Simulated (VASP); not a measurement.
Set up this calculation in VASP 6.6.1, as the native input.

* Task: single point
* Functional: PBE
* Potentials or basis: VASP PAW PBE potentials, release 64 (Mg, O)
* Cutoff: 520 eV
* k mesh: 9 × 9 × 4
* Occupations: gaussian, width 0.05 eV
* Spin: no spin polarisation
* Dipole correction: no
* Further INCAR settings: ALGO = Normal; EDIFF = 1e-06; NBANDS = 26

The structure of MgO lies in POSCAR:

```
MgO
1.0
    3.0874495388      0.0000000000      0.0000000000
   -1.5437247694      2.6738097335      0.0000000000
    0.0000000000      0.0000000000     11.8700084970
Mg O
4 4
Direct
    0.3333333333      0.6666666667      0.9694906392
    0.0000000000      0.0000000000      0.2208211786
    0.0000000000      0.0000000000      0.7208211786
    0.6666666667      0.3333333333      0.4694906392
    0.3333333333      0.6666666667      0.7800420079
    0.0000000000      0.0000000000      0.5296443544
    0.0000000000      0.0000000000      0.0296443544
    0.6666666667      0.3333333333      0.2800420079
```

This cell differs from its parent crystal: volume 12.249 Å^3 an atom, c/a of the conventional cell 3.8446.

The input as run:

INCAR

```
  PREC = Accurate
  ENCUT = 520
  EDIFF = 1E-6
  ISMEAR = 0
  SIGMA = 0.05
  LREAL = F
  LASPH = T
  NELM = 100
  ALGO = Normal
  ISIF = 2
  LWAVE = F
  LCHARG = F
  GGA = PE
  NBANDS = 26
```

KPOINTS

```
regular mesh
0
Gamma
  9 9 4
```

Potentials or basis: VASP PAW PBE potentials, release 64 (Mg, O).

Launch:

```console
$ cat potpaw_PBE.64/Mg/POTCAR potpaw_PBE.64/O/POTCAR > POTCAR
$ mpirun -np 1 vasp_std > vasp.out
```

Results of the run:

* Pressure: 4.7 GPa
* Largest force: 0.765 eV/Å
* Band gap on the k mesh: 3.01 eV, direct

Run time: 51 s on 1 thread of Intel(R) Xeon(R) Platinum 8488C (Sapphire Rapids), with other jobs on the host, peak memory 0.25 GiB.
